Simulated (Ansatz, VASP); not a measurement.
**One calculation of BeTe, two programs**

The input INCAR:

```
PREC = Accurate ; ENCUT = 520
EDIFF = 1E-6 ; ISMEAR = -1
SIGMA = 0.05 ; LREAL = False
LASPH = True ; NELM = 100
ALGO = Normal ; ISIF = 2
LWAVE = False ; LCHARG = False
GGA = PS ; IVDW = 12
NBANDS = 11
```

The input KPOINTS:

```
Automatic mesh
0
Gamma
  8 8 8
```

The input POSCAR:

```
BeTe
1.0
    0.0000000000      2.8064515486      2.8064515486
    2.8064515486      0.0000000000      2.8064515486
    2.8064515486      2.8064515486      0.0000000000
Te Be
1 1
Direct
    0.7500000000      0.7500000000      0.7500000000
    0.0000000000      0.0000000000      0.0000000000
```

input.yaml

```yaml
crystal:
  lattice:
    - [0.0, 2.8064515486, 2.8064515486]
    - [2.8064515486, 0.0, 2.8064515486]
    - [2.8064515486, 2.8064515486, 0.0]
  atoms:
    - { symbol: Te, position: [0.75, 0.75, 0.75] }
    - { symbol: Be, position: [0.0, 0.0, 0.0] }
hamiltonian:
  xc: pbesol
  pseudopotentials: { kind: paw }
  dispersion: d3bj
kpoints:
  mp_grid: { grid: [8, 8, 8] }
scf:
  occupations: { method: fermi_dirac, width: 0.05 }
output:
  forces: true
  stress: true
  eigenvalues: true
  write_density: true
  write_potential: true
  elf: true
  volumetric_format: npy
```

Alike in both runs: task single point; functional PBEsol; dispersion D3(BJ); k mesh 8 × 8 × 8; occupations fermi-dirac, width 0.05 eV; no spin polarisation.

|  | VASP | Ansatz |
| --- | --- | --- |
| version | VASP 6.6.1 | Ansatz 0.2.0 |
| potentials or method | VASP PAW PBE potentials, release 64 (Te, Be) | Ansatz PAW |
| plane-wave cutoff (eV) | 520 | 420 |
| valence electrons in the cell | 8 | 18 |

Ansatz gave:

| Item | Value |
| --- | --- |
| gap on the k mesh at the Fermi level (eV) | 1.85 |
| least direct gap on the mesh (eV) | 3.61 |
| pressure (GPa) | -2.5 |

What did VASP give for the same quantities?

gap on the k mesh at the Fermi level (eV): 1.83; least direct gap on the mesh (eV): 3.59; pressure (GPa): -2.2.

VASP's potentials were made for PBE, not for PBEsol. VASP's potentials hold 8 valence electrons a cell and Ansatz's 18, so a difference there can come from the potentials and not from the codes.

Spin-orbit coupling is off throughout.
